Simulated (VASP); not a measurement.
Write the native input for VASP 6.6.1 that does the following.

- Task: single point
- Functional: PBE
- Potentials or basis: VASP PAW PBE potentials, release 64 (Cu, N)
- Cutoff: 600 eV
- k mesh: 10 × 10 × 10
- Occupations: gaussian, width 0.01 eV
- Spin: no spin polarisation
- Dipole correction: no
- Further INCAR settings: ALGO = Normal; EDIFF = 1e-06; NBANDS = 27

The structure of Cu3N lies in POSCAR:

```
Cu3N
1.0
    3.8272904609      0.0000000000      0.0000000000
    0.0000000000      3.8272904609      0.0000000000
    0.0000000000      0.0000000000      3.8272904609
Cu N
3 1
Direct
    0.5000000000      0.0000000000      0.0000000000
    0.0000000000      0.5000000000      0.0000000000
    0.0000000000      0.0000000000      0.5000000000
    0.0000000000      0.0000000000      0.0000000000
```

These files were run (other wordings do the same):

INCAR

```
PREC = Accurate ; ENCUT = 600
EDIFF = 1E-6 ; ISMEAR = 0
SIGMA = 0.01 ; LREAL = F
LASPH = T ; NELM = 120
ALGO = Normal ; ISIF = 2
LWAVE = F ; LCHARG = T
GGA = PE ; LELF = T
LVHAR = T ; NBANDS = 27
GGA_COMPAT = F
```

KPOINTS

```
Automatic mesh
0
Gamma
  10 10 10
```

Potentials or basis: VASP PAW PBE potentials, release 64 (Cu, N).

Run with:

```sh
$ cat potpaw_PBE.64/Cu/POTCAR potpaw_PBE.64/N/POTCAR > POTCAR
$ mpirun -np 1 vasp_std > vasp.out
```

It gave:

* Pressure: 0.8 GPa
* Band gap on the k mesh: 0.25 eV, indirect (least direct gap 0.79 eV)

It took 30 s on 1 thread of Intel(R) Xeon(R) 6975P-C (Granite Rapids), on a shared host, peak memory 0.22 GiB.
